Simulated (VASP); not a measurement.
Set up this calculation in VASP 6.6.1, as the native input.

```
Task                   : single point
Functional             : PBE
Potentials or basis    : VASP PAW PBE potentials, release 64 (Ti_sv, O)
Cutoff                 : 520 eV
k mesh                 : 6 × 6 × 10
Occupations            : gaussian, width 0.05 eV
Spin                   : no spin polarisation
Dipole correction      : no
Further INCAR settings : ALGO = Normal; EDIFF = 1e-07; NBANDS = 33
```

The structure of TiO2 lies in POSCAR:

```
TiO2
1.0
    4.6819400349      0.0000000000      0.0000000000
    0.0000000000      4.6819400349      0.0000000000
    0.0000000000      0.0000000000      2.9884637574
Ti O
2 4
Direct
    0.0000000000      0.0000000000      0.0039244396
    0.5000000000      0.5000000000      0.5039244396
    0.3050970583      0.3050970583     -0.0058707153
    0.1949029417      0.8050970583      0.4941292847
    0.6949029417      0.6949029417     -0.0058707153
    0.8050970583      0.1949029417      0.4941292847
```

The input as run:

INCAR

```
SYSTEM = TiO2
PREC = Accurate
ENCUT = 520
EDIFF = 1E-7
ISMEAR = 0
SIGMA = 0.05
LREAL = .FALSE.
LASPH = .TRUE.
NELM = 60
ALGO = Normal
ISIF = 2
LWAVE = .FALSE.
LCHARG = .TRUE.
GGA = PE
LELF = .TRUE.
LVHAR = .TRUE.
NBANDS = 33
```

KPOINTS

```
Automatic mesh
0
G
  6 6 10
  0 0 0
```

Potentials or basis: VASP PAW PBE potentials, release 64 (Ti_sv, O).

Command:

```console
$ cat potpaw_PBE.64/Ti_sv/POTCAR potpaw_PBE.64/O/POTCAR > POTCAR
$ mpirun -np 1 vasp_std > vasp.out
```

It gave:

```
Pressure               : -4.6 GPa
Largest force          : 0.096 eV/Å
Band gap on the k mesh : 1.80 eV, direct
```

Run time: 61 s on 1 thread of Intel(R) Xeon(R) 6975P-C (Granite Rapids), on a shared host, peak memory 0.23 GiB.
